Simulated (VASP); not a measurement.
Write the native input for VASP 6.6.1 that does the following.

```
Task                   : single point
Functional             : PBE
Potentials or basis    : VASP PAW PBE potentials, release 64 (Ga_d, Sb)
Cutoff                 : 520 eV
k mesh                 : 18 × 18 × 18
Occupations            : gaussian, width 0.15 eV
Spin                   : no spin polarisation
Dipole correction      : no
Further INCAR settings : ALGO = Normal; EDIFF = 1e-07; NBANDS = 16
```

The structure of GaSb lies in POSCAR:

```
GaSb
1.0
   -1.4363360285      2.5145436738      2.7938137433
    1.4363360285     -2.5145436738      2.7938137433
    1.4363360285      2.5145436738     -2.7938137433
Ga Sb
1 1
Direct
    0.0000000000      0.0000000000      0.0000000000
    0.5000000000      0.5000000000      0.0000000000
```

The input as run:

INCAR

```
SYSTEM = GaSb
PREC = Accurate ; ENCUT = 520
EDIFF = 1E-7 ; ISMEAR = 0
SIGMA = 0.15 ; LREAL = .FALSE.
LASPH = .TRUE. ; NELM = 60
ALGO = Normal ; ISIF = 2
LWAVE = .FALSE. ; LCHARG = .FALSE.
GGA = PE ; NBANDS = 16
```

KPOINTS

```
regular mesh
0
G
  18 18 18
  0 0 0
```

Potentials or basis: VASP PAW PBE potentials, release 64 (Ga_d, Sb).

Launch:

```console
$ cat potpaw_PBE.64/Ga_d/POTCAR potpaw_PBE.64/Sb/POTCAR > POTCAR
$ mpirun -np 1 vasp_std > vasp.out
```

Results of the run:

* Pressure: 14.6 GPa
* Band gap on the k mesh: zero (bands 9 and 10 overlap by 6.13 eV)

Caveat: the stress differs along the axes, from 8 to 21 GPa; spin-orbit coupling is left out, which moves the levels of the heavy elements.

Run time: 4.7 min on 1 thread of AMD EPYC 9R45 96-Core Processor (Zen 5) (shared host), peak memory 0.63 GiB.
